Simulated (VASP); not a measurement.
A run of VASP 6.6.1:

Contents of POSCAR:

```
WSe2
1.0
    3.2972133755      0.0000000000      0.0000000000
   -1.6486066878      2.8554705449      0.0000000000
    0.0000000000      0.0000000000      7.1842727630
W Se
1 2
Direct
    0.0000000000      0.0000000000      0.0000000000
    0.3333333333      0.6666666667      0.2319179766
    0.3333333333      0.6666666667      0.7680820234
```

The input INCAR.step1:

```
SYSTEM = WSe2
  ALGO = Normal
  EDIFF = 1E-4
  ENCUT = 520
  GGA = PE
  ISMEAR = 0
  LASPH = .True.
  LCHARG = .False.
  LREAL = .False.
  LWAVE = .True.
  NBANDS = 20
  NELM = 100
  PREC = Accurate
  SIGMA = 0.01
```

INCAR.step2

```
SYSTEM = WSe2
  ALGO = Normal
  EDIFF = 1E-6
  ENCUT = 520
  ISIF = 2
  ISMEAR = 0
  ISTART = 1
  LASPH = .True.
  LCHARG = .False.
  LMIXTAU = .True.
  LREAL = .False.
  LWAVE = .False.
  METAGGA = R2SCAN
  NBANDS = 20
  NELM = 100
  PREC = Accurate
  SIGMA = 0.01
```

The input KPOINTS:

```
k-points
0
Gamma
  12 12 4
  0 0 0
```

Potentials or basis: VASP PAW PBE potentials, release 64 (W_sv, Se).

Run with:

```sh
$ cat potpaw_PBE.64/W_sv/POTCAR potpaw_PBE.64/Se/POTCAR > POTCAR
$ cp INCAR.step1 INCAR
$ mpirun -np 1 vasp_std > vasp.out
$ cp INCAR.step2 INCAR
$ mpirun -np 1 vasp_std > vasp.out
```

Hardware: 1 thread of Intel(R) Xeon(R) 6975P-C (Granite Rapids), with other jobs on the host.

Question: How long does it take, and how much memory?

Answer: It took 2.5 min on 1 thread of Intel(R) Xeon(R) 6975P-C (Granite Rapids) (shared host), peak memory 0.25 GiB. Counts: k points 57.
